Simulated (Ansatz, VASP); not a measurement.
# Pb in VASP and in Ansatz

```
Pb
1.0
     3.45841    0.00000    0.00000
    -1.72920    2.99507    0.00000
     0.00000    0.00000    5.78013
Pb
2
Direct
  0.33333 0.66667 0.25000
  0.66667 0.33333 0.75000
```

Alike in both runs: functional PBEsol; k mesh 12 × 12 × 8; occupations gaussian, width 0.1 eV; no spin polarisation.

Ansatz relaxed the structure, and its values are those at the end. VASP's run is a single point on that final structure, the one shown.

```csv
,VASP,Ansatz
version,VASP 6.6.1,Ansatz 0.2.0
potentials or method,"VASP PAW PBE potentials, release 64 (Pb_d), cutoff 520 eV","scalar-relativistic, plane waves, PAW"
valence electrons in the cell,28,28
```

|  | VASP | Ansatz | Ansatz less VASP |
| --- | --- | --- | --- |
| gap on the k mesh at the Fermi level (eV) | none | none | - |
| pressure (GPa) | -0.1 | -0.1 | +0.08 |

VASP's potentials were made for PBE, not for PBEsol. A gap of «none» marks a metal or a gap that the smearing closes. With one functional, cell and mesh, what is left measures potentials, basis and numerics.

Neither program's run includes spin-orbit coupling.
